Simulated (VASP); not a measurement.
The system is TiO2.

```xyz
6
Lattice="4.6303 0.0000 0.0000 0.0000 4.6303 0.0000 0.0000 0.0000 2.9788" Properties=species:S:1:pos:R:3 pbc="T T T"
Ti    0.0000    0.0000    1.4894
Ti    2.3152    2.3152    0.0000
O     1.4091    1.4091    1.4894
O     0.9061    3.7242    0.0000
O     3.7242    0.9061    0.0000
O     3.2212    3.2212    1.4894
```

This cell differs from its parent crystal: volume scaled by 1.02.

Base run:

```yaml
Program: VASP 6.6.1
Functional: PBEsol
Potentials_or_basis: VASP PAW PBE potentials, release 64 (Ti_sv, O)
Cutoff: 520 eV
k_mesh: 6 × 6 × 9
Occupations: fermi-dirac, width 0.05 eV
Spin: no spin polarisation
```

Its results: band gap on the k mesh 1.76 eV, direct; pressure -6.6 GPa; largest force 0.137 eV/Å.

Problem. After a change of settings the same cell gave: band gap on the k mesh 1.79 eV, direct; pressure 0.2 GPa; largest force 0.070 eV/Å. Which change was it?
A. functional from PBEsol to PBE
B. functional from PBEsol to BLYP; dispersion from none to D3(BJ)
C. functional from PBEsol to revPBE; dispersion from none to D3(BJ)

Solution. A.

PBE binds less tightly than PBEsol, so the same cell stands under more pressure.

Caveats: the PAW data sets were made with another functional, which shifts forces and pressure a little (some runs).
